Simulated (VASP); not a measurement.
# BN (Qingsongite) in VASP: a series of runs, part 2 of 2

VASP 6.6.1. The steps go on from the part before.

## (5) Relaxation of the atoms, PBE

File INCAR:

```
  PREC = Accurate
  ENCUT = 520
  EDIFF = 1E-6
  ISMEAR = -1
  SIGMA = 0.02
  LREAL = F
  LASPH = T
  NELM = 100
  ALGO = Normal
  ISIF = 2
  LWAVE = F
  LCHARG = F
  GGA = PE
  IBRION = 2
  NSW = 80
  EDIFFG = -0.02
```

File KPOINTS:

```
Automatic mesh
0
Gamma
  14 14 14
```

File POSCAR:

```
BN
1.0
    0.0000000000      1.8075000000      1.8075000000
    1.8075000000      0.0000000000      1.8075000000
    1.8075000000      1.8075000000      0.0000000000
B N
1 1
Direct
    0.0000000000      0.0000000000      0.0000000000
    0.2500000000      0.2500000000      0.2500000000
```

Potentials or basis: VASP PAW PBE potentials, release 64 (B, N).

Run with:

```console
cat potpaw_PBE.64/B/POTCAR potpaw_PBE.64/N/POTCAR > POTCAR
mpirun -np 1 vasp_std > vasp.out
```

OUTCAR:

```text
PREC = Accurate
   ENCUT = 520
   EDIFF = 1E-6
   ISMEAR = -1
   LREAL = F
   LASPH = T
   NELM = 100
   ISIF = 2
   GGA = PE
   IBRION = 2
   NSW = 80
   EDIFFG = -0.02

 ion  position               nearest neighbor table
   1  0.000  0.000  0.000-   2 1.57   2 1.57   2 1.57   2 1.57
   2  0.250  0.250  0.250-   1 1.57   1 1.57   1 1.57   1 1.57

  LATTYP: Found a face centered cubic cell.
 ALAT       =     3.6150000000

  Lattice vectors:

 A1 = (   0.0000000000,   1.8075000000,   1.8075000000)
 A2 = (   1.8075000000,   0.0000000000,   1.8075000000)
 A3 = (   1.8075000000,   1.8075000000,   0.0000000000)

Analysis of symmetry for initial positions (statically):
=====================================================================
 Subroutine PRICEL returns:
 Original cell was already a primitive cell.

 Routine SETGRP: Setting up the symmetry group for a
 face centered cubic supercell.

 Subroutine GETGRP returns: Found 24 space group operations
 (whereof 24 operations were pure point group operations)
 out of a pool of 48 trial point group operations.

The static configuration has the point symmetry T_d .
[... 160 lines left out ...]

 E-fermi :   7.7896     XC(G=0): -12.8221

 val. band max:        7.4028851999   @ k =   0.0000   0.0000   0.0000
 cond. band min:      11.8622488189   @ k =   0.5000   0.5000   0.0000
 fundamental gap:      4.4593636189
 Fermi energy:         7.7895842133

 k-point     1 :       0.0000    0.0000    0.0000
  band No.  band energies     occupation
      1     -12.8278      2.00000
      2       7.4029      2.00000
      3       7.4029      2.00000
      4       7.4029      2.00000
      5      16.2228      0.00000
      6      16.2228      0.00000
      7      16.2228      0.00000
      8      17.7523      0.00000
[... 243 lines left out ...]
 k-point    24 :       0.2857    0.1429    0.0000
  band No.  band energies     occupation
      1     -11.0624      2.00000
      2       2.3664      2.00000
      3       5.0579      2.00000
      4       5.5443      2.00000
      5      15.6459      0.00000
      6      19.0636      0.00000
      7      19.5533      0.00000
      8      20.2288      0.00000

 [... further k-points ...]
[... 5 lines left out ...]
  --------------------------------------------------------------------------------------
  -------------------------------------------------------------------------------------
  Total        0.2430877      0.2430877      0.2430877      0.0000000      0.0000000     -0.0000000
  in kB       32.9768098     32.9768098     32.9768098      0.0000000      0.0000000     -0.0000000
  external PRESSURE =      32.9768098 kB  Pullay stress =       0.0000000 kB

 VOLUME and BASIS-vectors are now :
 -----------------------------------------------------------------------------
  energy-cutoff  :      520.00
  volume of cell :       11.81
      direct lattice vectors                 reciprocal lattice vectors
     0.000000000  1.807500000  1.807500000    -0.276625173  0.276625173  0.276625173
     1.807500000  0.000000000  1.807500000     0.276625173 -0.276625173  0.276625173
     1.807500000  1.807500000  0.000000000     0.276625173  0.276625173 -0.276625173

 POSITION                                       TOTAL-FORCE (eV/Angst)
 -----------------------------------------------------------------------------------
      0.00000      0.00000      0.00000         0.000000      0.000000      0.000000
      0.90375      0.90375      0.90375        -0.000000     -0.000000     -0.000000
 -----------------------------------------------------------------------------------
    total drift:                                0.000000      0.000000      0.000000

  FREE ENERGIE OF THE ION-ELECTRON SYSTEM (eV)
  ---------------------------------------------------
  free  energy   TOTEN  =       -17.4497939217 eV

  energy  without entropy=      -17.4497939217  energy(sigma->0) =      -17.44979392

 reached required accuracy - stopping structural energy minimisation
```

Wall time 7.7 s (1 thread of Intel Xeon Platinum 8259CL at 2.50GHz (Skylake/Cascade Lake), shared host); peak memory 0.12 GiB.

What came out:

```
Free energy             : -17.4498 eV
Pressure after relaxing : 3.3 GPa
Band gap on the k mesh  : 4.46 eV, indirect (least direct gap 8.82 eV)
```

Final structure:
```xyz
2
Lattice="0.0000 1.8075 1.8075 1.8075 0.0000 1.8075 1.8075 1.8075 0.0000" Properties=species:S:1:pos:R:3 pbc="T T T"
B     0.0000    0.0000    0.0000
N     0.9038    0.9038    0.9038
```

Caveat: the relaxation stopped at its first step, so nothing moved.

## (6) Single point, PBE (z stretched by -1 %, then relaxed in part)

File INCAR:

```
ALGO = Normal ; EDIFF = 1E-6
ENCUT = 520 ; GGA = PE
ISIF = 2 ; ISMEAR = -1
LASPH = T ; LCHARG = F
LREAL = F ; LWAVE = F
NBANDS = 11 ; NELM = 100
PREC = Accurate ; SIGMA = 0.02
```

File KPOINTS:

```
k-points
0
Gamma
  14 14 14
```

File POSCAR:

```
BN
1.0
    0.0000000000      1.8075000000      1.7894250000
    1.8075000000      0.0000000000      1.7894250000
    1.8075000000      1.8075000000      0.0000000000
B N
1 1
Direct
    0.0000000000      0.0000000000      0.0000000000
    0.2500000000      0.2500000000      0.2500000000
```

Potentials or basis: VASP PAW PBE potentials, release 64 (B, N).

Run with:

```console
cat potpaw_PBE.64/B/POTCAR potpaw_PBE.64/N/POTCAR > POTCAR
mpirun -np 1 vasp_std > vasp.out
```

OUTCAR:

```text
EDIFF = 1E-6
   ENCUT = 520
   GGA = PE
   ISIF = 2
   ISMEAR = -1
   LASPH = T
   LREAL = F
   NELM = 100
   PREC = Accurate

 ion  position               nearest neighbor table
   1  0.000  0.000  0.000-   2 1.56   2 1.56   2 1.56   2 1.56
   2  0.250  0.250  0.250-   1 1.56   1 1.56   1 1.56   1 1.56

  LATTYP: Found a body centered tetragonal cell.
 ALAT       =     2.5561910140
 C/A-ratio  =     1.4000714267

  Lattice vectors:

 A1 = (   0.0000000000,  -1.8075000000,  -1.7894250000)
 A2 = (   0.0000000000,   1.8075000000,  -1.7894250000)
 A3 = (   1.8075000000,   0.0000000000,   1.7894250000)

Analysis of symmetry for initial positions (statically):
=====================================================================
 Subroutine PRICEL returns:
 Original cell was already a primitive cell.

 Routine SETGRP: Setting up the symmetry group for a
 body centered tetragonal supercell.

 Subroutine GETGRP returns: Found  8 space group operations
 (whereof  8 operations were pure point group operations)
 out of a pool of 16 trial point group operations.

The static configuration has the point symmetry D_2d.

Analysis of symmetry for dynamics (positions and initial velocities):
[... 162 lines left out ...]
 fundamental gap:      4.2884229453
 Fermi energy:         7.9125176708

 k-point     1 :       0.0000    0.0000    0.0000
  band No.  band energies     occupation
      1     -12.8181      2.00000
      2       7.4946      2.00000
      3       7.4946      2.00000
      4       7.5929      2.00000
      5      16.3483      0.00000
      6      16.4200      0.00000
      7      16.4200      0.00000
      8      18.0401      0.00000
      9      32.4699      0.00000
     10      35.1590      0.00000
     11      35.6625      0.00000
[... 309 lines left out ...]
 k-point    24 :       0.2857    0.1429    0.0000
  band No.  band energies     occupation
      1     -11.0192      2.00000
      2       2.4400      2.00000
      3       5.0949      2.00000
      4       5.7061      2.00000
      5      15.7412      0.00000
      6      19.3466      0.00000
      7      19.7558      0.00000
      8      20.4276      0.00000
      9      27.1192      0.00000
     10      34.0731      0.00000
     11      34.9617      0.00000

 [... further k-points ...]
[... 5 lines left out ...]
  --------------------------------------------------------------------------------------
  -------------------------------------------------------------------------------------
  Total        0.3790185      0.3790185      0.8279769      0.0000000      0.0000000      0.0000000
  in kB       51.9362912     51.9362912    113.4563191      0.0000000      0.0000000      0.0000000
  external PRESSURE =      72.4429671 kB  Pullay stress =       0.0000000 kB

 VOLUME and BASIS-vectors are now :
 -----------------------------------------------------------------------------
  energy-cutoff  :      520.00
  volume of cell :       11.69
      direct lattice vectors                 reciprocal lattice vectors
     0.000000000  1.807500000  1.789425000    -0.276625173  0.276625173  0.279419367
     1.807500000  0.000000000  1.789425000     0.276625173 -0.276625173  0.279419367
     1.807500000  1.807500000  0.000000000     0.276625173  0.276625173 -0.279419367

 POSITION                                       TOTAL-FORCE (eV/Angst)
 -----------------------------------------------------------------------------------
      0.00000      0.00000      0.00000         0.000000      0.000000     -0.000000
      0.90375      0.90375      0.89471        -0.000000     -0.000000      0.000000
 -----------------------------------------------------------------------------------
    total drift:                                0.000000      0.000000     -0.000000

  FREE ENERGIE OF THE ION-ELECTRON SYSTEM (eV)
  ---------------------------------------------------
  free  energy   TOTEN  =       -17.4442139482 eV

  energy  without entropy=      -17.4442139482  energy(sigma->0) =      -17.44421395
```

OSZICAR:

```text
N       E                     dE             d eps       ncg     rms          rms(c)
DAV:   1     0.101350509809E+02    0.10135E+02   -0.50551E+03  5592   0.729E+02
DAV:   2    -0.179483816067E+02   -0.28083E+02   -0.27253E+02  6442   0.165E+02
DAV:   3    -0.184245841794E+02   -0.47620E+00   -0.47564E+00  6304   0.185E+01
DAV:   4    -0.184250931102E+02   -0.50893E-03   -0.50892E-03  5782   0.683E-01
DAV:   5    -0.184250935792E+02   -0.46900E-06   -0.46897E-06  6145   0.202E-02    0.676E+00
DAV:   6    -0.175337781013E+02    0.89132E+00   -0.29196E+00  5659   0.992E+00    0.330E+00
DAV:   7    -0.174585524687E+02    0.75226E-01   -0.10857E-01  6013   0.271E+00    0.194E+00
DAV:   8    -0.174439370196E+02    0.14615E-01   -0.35968E-02  5931   0.138E+00    0.198E-01
DAV:   9    -0.174441228730E+02   -0.18585E-03   -0.94593E-04  5680   0.259E-01    0.846E-02
DAV:  10    -0.174442087856E+02   -0.85913E-04   -0.12036E-04  5877   0.937E-02    0.152E-02
DAV:  11    -0.174442139282E+02   -0.51427E-05   -0.90022E-06  6170   0.247E-02    0.106E-02
DAV:  12    -0.174442139482E+02   -0.19994E-07   -0.15262E-06  3245   0.855E-03
   1 F= -.17444214E+02 E0= -.17444214E+02  d E =-.290540E-10
```

stdout:

```text
POSCAR found type information on POSCAR B N
 POSCAR found :  2 types and       2 ions
 scaLAPACK will be used
 LDA part: xc-table for (Slater+PW92), standard interpolation
 POSCAR, INCAR and KPOINTS ok, starting setup
 FFT: planning ... GRIDC
 FFT: planning ... GRID_SOFT
 FFT: planning ... GRID
 WAVECAR not read
 entering main loop
```

Wall time 16 s (1 thread of Intel Xeon Platinum 8488C (Sapphire Rapids), shared host); peak memory 0.14 GiB.

What came out:

| Quantity | Value |
| --- | --- |
| Free energy | -17.4442 eV |
| Pressure | 7.2 GPa |
| Band gap on the k mesh | 4.29 eV, indirect (least direct gap 8.76 eV) |

Caveat: the cell differs from its parent crystal (z stretched by -1 %, then relaxed in part). A k mesh can miss the band edges.

## (7) Summary

| task | cell | gap on the mesh (eV) | pressure (GPa) |
| --- | --- | --- | --- |
| single point | a = 2.556 Å, angles 60.0°, 2 atoms | 4.46 | 3.3 |
| single point | a = 2.518, b = 2.518, c = 2.556 Å, angles 59.5, 59.5, 61.0°, 2 atoms | 3.94 | 15.7 |
| single point | a = 2.569, b = 2.569, c = 2.556 Å, angles 60.2, 60.2, 59.7°, 2 atoms | 4.36 | -0.5 |
| relaxation of the atoms | atoms relaxed from a = 2.556 Å, angles 60.0°, 2 atoms | 4.46 | 3.3 |
| single point | a = 2.543, b = 2.543, c = 2.556 Å, angles 59.8, 59.8, 60.3°, 2 atoms | 4.29 | 7.2 |

Alike in all rows: level PBE; potentials or basis VASP PAW PBE potentials, release 64 (B, N); no spin polarisation; k mesh 14 × 14 × 14; cutoff (eV) 520; smearing fermi-dirac 0.02 eV.

Caveats: the relaxation stopped at its first step, so nothing moved (some runs).

Total energies depend on the potentials used, so only differences within one code and one set of settings carry meaning.
